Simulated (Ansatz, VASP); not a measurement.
# Hg in VASP and in Ansatz

File INCAR:

```
ALGO = Normal
EDIFF = 1E-6
ENCUT = 520
GGA = PE
ISIF = 2
ISMEAR = 0
LASPH = True
LCHARG = False
LREAL = False
LWAVE = False
NBANDS = 32
NELM = 60
PREC = Accurate
SIGMA = 0.2
```

Contents of KPOINTS:

```
k-points
0
Gamma
  6 6 4
```

POSCAR

```
Hg
1.0
    5.4250952587      0.0000000000      0.0000000000
   -2.7125476294      4.6982703120      0.0000000000
    0.0000000000      0.0000000000      6.2843567276
Hg
4
Direct
    0.3333333333      0.6666666667      0.2500000000
    0.3333333333      0.6666666667      0.7500000000
    0.6666666667      0.3333333333      0.2500000000
    0.6666666667      0.3333333333      0.7500000000
```

Input for Ansatz:

```yaml
crystal:
  lattice:
    - [5.4250952587, 0.0, 0.0]
    - [-2.7125476294, 4.698270312, 0.0]
    - [0.0, 0.0, 6.2843567276]
  atoms:
    - { symbol: Hg, position: [0.3333333333, 0.6666666667, 0.25] }
    - { symbol: Hg, position: [0.3333333333, 0.6666666667, 0.75] }
    - { symbol: Hg, position: [0.6666666667, 0.3333333333, 0.25] }
    - { symbol: Hg, position: [0.6666666667, 0.3333333333, 0.75] }
basis:
  ecutwfc: 420
kpoints:
  mp_grid: { grid: [6, 6, 4] }
hamiltonian:
  xc: pbe
scf:
  occupations: { method: gaussian, width: 0.2 }
  lower_state_search: "off"
output:
  forces: true
  stress: true
  eigenvalues: true
```

Alike in both runs: task single point; functional PBE; k mesh 6 × 6 × 4; occupations gaussian, width 0.2 eV; no spin polarisation.

|  | VASP | Ansatz |
| --- | --- | --- |
| version | VASP 6.6.1 | Ansatz 0.2.0 |
| potentials or method | VASP PAW PBE potentials, release 64 (Hg), cutoff 520 eV | scalar-relativistic, plane waves, PAW |
| valence electrons in the cell | 48 | 80 |

|  | VASP | Ansatz | Ansatz less VASP |
| --- | --- | --- | --- |
| gap on the k mesh at the Fermi level (eV) | none | none | - |
| pressure (GPa) | -0.2 | -0.3 | -0.07 |
| traceless stress, the component that is largest in VASP (GPa) | 0.26 | 0.23 | -0.031 |

A gap of «none» marks a metal or a gap that the smearing closes. VASP's potentials hold 48 valence electrons a cell and Ansatz's 80, so a difference there can come from the potentials and not from the codes.

Neither program's run includes spin-orbit coupling.
